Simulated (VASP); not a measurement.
Set up this calculation in VASP 6.6.1, as the native input.

* Task: single point
* Functional: r2SCAN
* Potentials or basis: VASP PAW PBE potentials, release 64 (Hf_pv)
* Cutoff: 520 eV
* k mesh: 18 × 18 × 18
* Occupations: gaussian, width 0.15 eV
* Spin: no spin polarisation
* Dipole correction: no
* Further INCAR settings: ALGO = Normal; EDIFF = 1e-06; NBANDS = 11

The system is Hf.

```xyz
1
Lattice="-1.8998 1.8050 1.8050 1.8998 -1.8050 1.8050 1.8998 1.8050 -1.8050" Properties=species:S:1:pos:R:3 pbc="T T T"
Hf    0.0000    0.0000    0.0000
```

This cell differs from its parent crystal: strain +0.0525 x Voigt [1, 0, 0, 0, 0, 0].

The input as run:

POSCAR

```
Hf
1.0
   -1.8997625000      1.8050000000      1.8050000000
    1.8997625000     -1.8050000000      1.8050000000
    1.8997625000      1.8050000000     -1.8050000000
Hf
1
Direct
    0.0000000000      0.0000000000      0.0000000000
```

INCAR.step1

```
  PREC = Accurate
  ENCUT = 520
  ISMEAR = 0
  SIGMA = 0.15
  LREAL = False
  LASPH = True
  NELM = 60
  NBANDS = 11
  GGA = PE
  ALGO = Normal
  EDIFF = 1E-4
  LWAVE = True
  LCHARG = False
```

INCAR.step2

```
  PREC = Accurate
  ENCUT = 520
  EDIFF = 1E-6
  ISMEAR = 0
  SIGMA = 0.15
  LREAL = False
  LASPH = True
  NELM = 60
  ALGO = Normal
  ISIF = 2
  LWAVE = False
  LCHARG = False
  METAGGA = R2SCAN
  LMIXTAU = True
  NBANDS = 11
  ISTART = 1
```

KPOINTS

```
regular mesh
0
Gamma
  18 18 18
```

Potentials or basis: VASP PAW PBE potentials, release 64 (Hf_pv).

Run with:

```sh
$ cat potpaw_PBE.64/Hf_pv/POTCAR > POTCAR
$ cp INCAR.step1 INCAR
$ mpirun -np 1 vasp_std > vasp.out
$ cp INCAR.step2 INCAR
$ mpirun -np 1 vasp_std > vasp.out
```

Results of the run:

| Quantity | Value |
| --- | --- |
| Pressure | -9.7 GPa |
| Band gap on the k mesh | zero (band 5 reaches 5.37 eV, above the bottom of band 6 at 3.13 eV) |

Caveat: the cell differs from its parent crystal (strain +0.0525 x Voigt [1, 0, 0, 0, 0, 0]); the PAW data sets were made with another functional, which shifts forces and pressure a little; spin-orbit coupling is left out, which moves the levels of the heavy elements.

It took 3.6 min on 1 thread of Intel(R) Xeon(R) 6975P-C (Granite Rapids) (shared host), peak memory 0.25 GiB.
